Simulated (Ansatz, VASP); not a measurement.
One calculation of Ca, two programs

Contents of INCAR:

```
ALGO = Normal
EDIFF = 1E-7
ENCUT = 520
GGA = RE
ISIF = 2
ISMEAR = -1
LASPH = True
LCHARG = False
LREAL = False
LWAVE = False
NBANDS = 17
NELM = 100
PREC = Accurate
SIGMA = 0.1
```

KPOINTS

```
k-points
0
Gamma
  10 10 6
```

Contents of POSCAR:

```
Ca
1.0
    3.8526214040      0.0000000000      0.0000000000
   -1.9263107020      3.3364680071      0.0000000000
    0.0000000000      0.0000000000      6.3261710506
Ca
2
Direct
    0.3333333333      0.6666666667      0.2500000000
    0.6666666667      0.3333333333      0.7500000000
```

Input for Ansatz:

```yaml
crystal:
  lattice:
    - [3.852621404, 0.0, 0.0]
    - [-1.926310702, 3.3364680071, 0.0]
    - [0.0, 0.0, 6.3261710506]
  atoms:
    - { symbol: Ca, position: [0.3333333333, 0.6666666667, 0.25] }
    - { symbol: Ca, position: [0.6666666667, 0.3333333333, 0.75] }
hamiltonian:
  xc: revpbe
  pseudopotentials:
    kind: paw
    azcp:
      Ca: "pseudopotentials/Ca.paw.azcp"
basis:
  ecutwfc: 420
  fft_grid_basis: typed
kpoints:
  mp_grid: { grid: [10, 10, 6], shift: [0, 0, 0] }
magnetization:
  spin_polarized: false
scf:
  occupations: { method: fermi_dirac, width: 0.1 }
  lower_state_search: "off"
output:
  stress: true
```

Alike in both runs: task single point; functional revPBE; k mesh 10 × 10 × 6; occupations fermi-dirac, width 0.1 eV; no spin polarisation.

|  | VASP | Ansatz |
| --- | --- | --- |
| version | VASP 6.6.1 | Ansatz 0.2.0 |
| potentials or method | VASP PAW PBE potentials, release 64 (Ca_sv), cutoff 520 eV | plane waves (420 eV) with PAW, scalar-relativistic |
| valence electrons in the cell | 20 | 20 |

```tsv
	VASP	Ansatz	Ansatz less VASP
pressure (GPa)	1.6	1.6	-0.01
traceless stress, the component that is largest in VASP (GPa)	0.09	0.09	-0.002
```

VASP's potentials were made for PBE, not for revPBE.
